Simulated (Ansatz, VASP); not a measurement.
# Rb: VASP beside Ansatz

Contents of INCAR:

```
SYSTEM = Rb
ALGO = Normal
EDIFF = 1E-6
ENCUT = 520
GGA = RP
ISIF = 2
ISMEAR = -1
LASPH = .True.
LCHARG = .True.
LELF = .True.
LREAL = .False.
LVHAR = .True.
LWAVE = .False.
NBANDS = 20
NELM = 60
PREC = Accurate
SIGMA = 0.1
```

File KPOINTS:

```
k-points
0
Gamma
  5 5 7
  0 0 0
```

Contents of POSCAR:

```
Rb
1.0
    8.3690536988      0.0000000000      0.0000000000
   -4.1845268494      7.2478131088      0.0000000000
    0.0000000000      0.0000000000      5.0083928301
Rb
3
Direct
    1.0000000000      1.0000000000      0.0000000000
    0.3333333333      0.6666666667      0.5000000000
    0.6666666667      0.3333333333      0.5000000000
```

Input for Ansatz:

```yaml
crystal:
  lattice:
    - [8.3690536988, 0.0, 0.0]
    - [-4.1845268494, 7.2478131088, 0.0]
    - [0.0, 0.0, 5.0083928301]
  atoms:
    - { symbol: Rb, position: [1.0, 1.0, 0.0] }
    - { symbol: Rb, position: [0.3333333333, 0.6666666667, 0.5] }
    - { symbol: Rb, position: [0.6666666667, 0.3333333333, 0.5] }
hamiltonian:
  xc: rpbe
  pseudopotentials:
    kind: paw
    azcp:
      Rb: "pseudopotentials/Rb.paw.azcp"
basis:
  ecutwfc: 420
  fft_grid_basis: typed
kpoints:
  mp_grid: { grid: [5, 5, 7], shift: [0, 0, 0] }
magnetization:
  spin_polarized: false
scf:
  occupations: { method: fermi_dirac, width: 0.1 }
  lower_state_search: "off"
output:
  stress: true
  write_density: true
  write_potential: true
  elf: true
  volumetric_format: npy
```

Alike in both runs: task single point; functional RPBE; k mesh 5 × 5 × 7; occupations fermi-dirac, width 0.1 eV; no spin polarisation.

|  | VASP | Ansatz |
| --- | --- | --- |
| version | VASP 6.6.1 | Ansatz 0.2.0 |
| potentials or method | VASP PAW PBE potentials, release 64 (Rb_sv), cutoff 520 eV | plane waves (420 eV) with PAW, scalar-relativistic |
| valence electrons in the cell | 27 | 27 |

|  | VASP | Ansatz | Ansatz less VASP |
| --- | --- | --- | --- |
| pressure (GPa) | 0.0 | 0.0 | 0.00 |

VASP's potentials were made for PBE, not for RPBE. With one functional, cell and mesh, what is left measures potentials, basis and numerics.
